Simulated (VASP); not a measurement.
# MnO: single point with PBEsol+D4

Crystal: MnO.

```
Mn O
1.0
     0.00000    2.22391    2.22391
     2.22391    0.00000    2.22391
     2.22391    2.22391    0.00000
Mn O
1 1
Direct
  0.00000 0.00000 0.00000
  0.50000 0.50000 0.50000
```

```json
{"Program": "VASP 6.6.1", "Task": "single point", "Functional": "PBEsol", "Dispersion": "D4", "Potentials or basis": "VASP PAW PBE potentials, release 64 (Mn_pv, O)", "Cutoff": "520 eV", "k mesh": "10 × 10 × 10", "Occupations": "fermi-dirac, width 0.05 eV", "Spin": "collinear spin, ferromagnetic start", "Starting moments": "[4.0, 0.0] μB"}
```

The pressure is -8.9 GPa and the net moment is 4.77 μB per cell. The site moments are Mn +4.32; O +0.20 μB. The valence electrons inside the program's atomic spheres are Mn 11.36; O 4.95 and the dispersion energy per atom is -0.184 eV.

Levels at points of the mesh, in eV from the Fermi level:
Spin up:
| k point | band 8 | band 9 | band 10 | band 11 | band 12 | band 13 | band 14 | band 15 | band 16 | band 17 |
| --- | --- | --- | --- | --- | --- | --- | --- | --- | --- | --- |
| (0.00, 0.00, 0.00) | -3.21 | -3.21 | -3.21 | -2.69 | -2.69 | -0.61 | 13.77 | 16.17 | 16.17 | 16.17 |
| (0.50, 0.00, 0.00) | -2.30 | -2.30 | -1.86 | 0.22 | 0.22 | 3.33 | 7.65 | 11.71 | 11.71 | 18.30 |
| (0.50, 0.50, 0.00) | -4.23 | -2.25 | -2.02 | -2.02 | -1.90 | 4.90 | 7.71 | 10.26 | 13.51 | 13.51 |
Spin down:
```tsv
k point	band 4	band 5	band 6	band 7	band 8	band 9	band 10	band 11
(0.00, 0.00, 0.00)	-19.74	-3.35	-3.35	-3.35	0.69	0.70	0.70	0.70
(0.50, 0.00, 0.00)	-18.76	-7.40	-4.85	-4.85	1.90	1.94	1.94	3.63
(0.50, 0.50, 0.00)	-18.80	-6.44	-4.33	-4.33	-0.90	1.94	2.14	2.38
```

Run time: 51 s on 1 thread of Intel Xeon 8259CL, with other jobs on the host, peak memory 0.17 GiB.

Caveat: the cell stands under tension; the PAW data sets were made with another functional, which shifts forces and pressure a little; a cell with one magnetic atom can't hold antiferromagnetic order, which such compounds often take; semilocal functionals often make such compounds metallic where correlation or magnetic order opens a gap, which also shifts bond lengths. With open d or f shells a metallic result of PBEsol can be an artefact of self-interaction; +U or a hybrid may open a gap.
